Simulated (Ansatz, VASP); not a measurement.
**Two plane-wave programs on CaSe**

POSCAR

```
CaSe
1.0
    0.0000000000      3.2795613675      3.2795613675
    3.2795613675      0.0000000000      3.2795613675
    3.2795613675      3.2795613675      0.0000000000
Ca Se
1 1
Direct
    0.0000000000      0.0000000000      0.0000000000
    0.2500000000      0.2500000000      0.2500000000
```

File INCAR.step1:

```
PREC = Accurate ; ENCUT = 520
EDIFF = 1E-5 ; ISMEAR = 0
SIGMA = 0.01 ; LREAL = False
LASPH = True ; NELM = 80
ALGO = Normal ; ISIF = 2
LWAVE = True ; LCHARG = False
NBANDS = 15 ; GGA = PE
```

File INCAR.step2:

```
PREC = Accurate ; ENCUT = 520
EDIFF = 1E-6 ; ISMEAR = 0
SIGMA = 0.01 ; LREAL = False
LASPH = True ; NELM = 80
ALGO = Normal ; ISIF = 2
LWAVE = False ; LCHARG = False
GGA = PE ; LHFCALC = True
AEXX = 0.2 ; HFSCREEN = 0.2078
PRECFOCK = Normal ; NBANDS = 15
ISTART = 1
```

The input KPOINTS:

```
regular mesh
0
Gamma
  4 4 4
```

Input for Ansatz:

```yaml
crystal:
  lattice:
    - [0.0, 3.2795613675, 3.2795613675]
    - [3.2795613675, 0.0, 3.2795613675]
    - [3.2795613675, 3.2795613675, 0.0]
  atoms:
    - { symbol: Ca, position: [0.0, 0.0, 0.0] }
    - { symbol: Se, position: [0.25, 0.25, 0.25] }
kpoints:
  mp_grid: { grid: [4, 4, 4] }
hamiltonian:
  xc:
    exchange: pbe
    correlation: pbe
    exx: { coeff: 0.2, omega: 0.2078 }
scf:
  occupations: { method: fixed }
  n_extra_bands: 4
output:
  forces: true
  stress: true
  eigenvalues: true
```

Alike in both runs: task single point; functional PBE-based screened hybrid; k mesh 4 × 4 × 4; no spin polarisation.

```csv
,VASP,Ansatz
version,VASP 6.6.1,Ansatz 0.2.0
potentials or method,"VASP PAW PBE potentials, release 64 (Ca_sv, Se)",plane waves
plane-wave cutoff (eV),520,420
occupations,"gaussian, width 0.01 eV",fixed
valence electrons in the cell,16,26
```

|  | VASP | Ansatz | Ansatz less VASP |
| --- | --- | --- | --- |
| gap on the k mesh at the Fermi level (eV) | 3.91 | 3.91 | +0.002 |
| pressure (GPa) | 0.4 | 0.3 | -0.05 |

VASP's potentials were made for PBE, not for PBE-based screened hybrid. VASP's potentials hold 16 valence electrons a cell and Ansatz's 26, so a difference there can come from the potentials and not from the codes. Ansatz's warnings: stress exchange threshold loose, stress scf threshold loose.
